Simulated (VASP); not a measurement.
**BN: single point with r2SCAN**

The system is BN.

```
CELL_PARAMETERS angstrom
-2.54397 0.00000 0.00000
-1.27198 -2.20314 0.00000
0.00000 0.00000 14.12323
ATOMIC_POSITIONS crystal
B 0.66667 0.66667 0.20478
B 0.66667 0.66667 0.50271
B 0.66667 0.66667 0.80064
B 0.33333 0.33333 0.05582
B 0.33333 0.33333 0.35375
B 0.33333 0.33333 0.65168
N 0.66667 0.66667 0.09318
N 0.66667 0.66667 0.39111
N 0.66667 0.66667 0.68904
N 0.33333 0.33333 0.83800
N 0.33333 0.33333 0.24214
N 0.33333 0.33333 0.54007
```

This cell differs from its parent crystal: the distance across one plane changed.

```
Program             : VASP 6.6.1
Task                : single point
Functional          : r2SCAN
Potentials or basis : VASP PAW PBE potentials, release 64 (B, N)
Cutoff              : 520 eV
k mesh              : 10 × 10 × 2
Occupations         : gaussian, width 0.05 eV
Spin                : no spin polarisation
```

- Pressure: -4.2 GPa
- Largest force: 4.000 eV/Å
- Band gap on the k mesh: 0.24 eV (least direct gap 0.40 eV)

Forces in eV/Å, atoms in the order of the input:
```
B    0.000  0.000  1.004
B    0.000  0.000  0.779
B    0.000  0.000  4.000
B    0.000  0.000  0.479
B    0.000  0.000  0.772
B    0.000  0.000  0.988
N    0.000  0.000 -2.885
N    0.000  0.000 -0.765
N    0.000  0.000 -1.234
N    0.000  0.000 -1.565
N    0.000  0.000 -0.784
N    0.000  0.000 -0.790
```

Stress tensor (GPa, compression positive):
```
 -0.63   0.00   0.00
  0.00  -0.63   0.00
  0.00   0.00 -11.46
```

Levels at points of the mesh, in eV from the valence-band top:
| k point | band 20 | band 21 | band 22 | band 23 | band 24 | band 25 | band 26 | band 27 | band 28 | band 29 |
| --- | --- | --- | --- | --- | --- | --- | --- | --- | --- | --- |
| (0.00, 0.00, 0.00) | -1.99 | -1.99 | -1.58 | 0.00 | 0.00 | 0.40 | 6.03 | 6.03 | 6.64 | 7.19 |
| (0.50, 0.00, 0.00) | -5.60 | -4.93 | -4.54 | -2.58 | -1.39 | 0.24 | 3.86 | 4.50 | 5.29 | 5.98 |
| (0.00, 0.00, 0.50) | -1.99 | -1.99 | -1.90 | 0.00 | 0.00 | 0.54 | 6.03 | 6.03 | 6.65 | 7.18 |
| (0.50, 0.00, 0.50) | -5.60 | -4.93 | -4.54 | -2.58 | -1.42 | 0.27 | 3.86 | 4.53 | 5.34 | 5.82 |

Run time: 3.6 min on 1 thread of AMD EPYC 9R45 96-Core Processor (Zen 5) (shared host), peak memory 0.2 GiB.

Caveat: the cell differs from its parent crystal (the distance across one plane changed); the stress differs along the axes, from -11 to -1 GPa; semilocal functionals underestimate gaps, and a narrow one can read as zero; the PAW data sets were made with another functional, which shifts forces and pressure a little. A k mesh can miss the band edges.
